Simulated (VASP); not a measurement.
Runs of VASP 6.6.1 on GaSb. The structure is that of space group Immm (No. 71), or close to it. The cells are those of the table. 

```tsv
cell	gap on the mesh (eV)	pressure (GPa)
a = 4.331 Å, angles 138.7, 114.9, 80.1°, 2 atoms	none	7.1
a = 4.124 Å, angles 131.8, 92.2, 107.1°, 2 atoms	none	9.6
a = 4.343 Å, angles 139.4, 114.0, 80.5°, 2 atoms	none	7.0
a = 4.066 Å, angles 128.4, 96.0, 105.9°, 2 atoms	none	9.6
a = 4.220 Å, angles 135.2, 108.7, 88.3°, 2 atoms	none	0.8
a = 4.198 Å, angles 135.0, 103.6, 93.3°, 2 atoms	none	(a)
a = 4.157 Å, angles 133.4, 100.5, 97.6°, 2 atoms	none	(b)
a = 4.131 Å, angles 131.7, 102.3, 96.9°, 2 atoms	none	1.0
a = 4.160 Å, angles 132.7, 106.4, 92.3°, 2 atoms	none	0.2
```

Alike in all rows: task single point; level PBE; potentials or basis VASP PAW PBE potentials, release 64 (Ga_d, Sb); no spin polarisation; k mesh 16 × 16 × 16; cutoff (eV) 520; smearing gaussian 0.15 eV.

Question: Estimate the missing entries.

Answer: (a) 0.0; (b) 0.9.

Caveats: spin-orbit coupling is left out, which moves the levels of the heavy elements; the cell stands under pressure (at least some runs).

A k mesh can miss the band edges, and the runs leave out spin-orbit coupling on Ga, Sb.

A gap of «none» marks levels without a gap at the run's occupations.
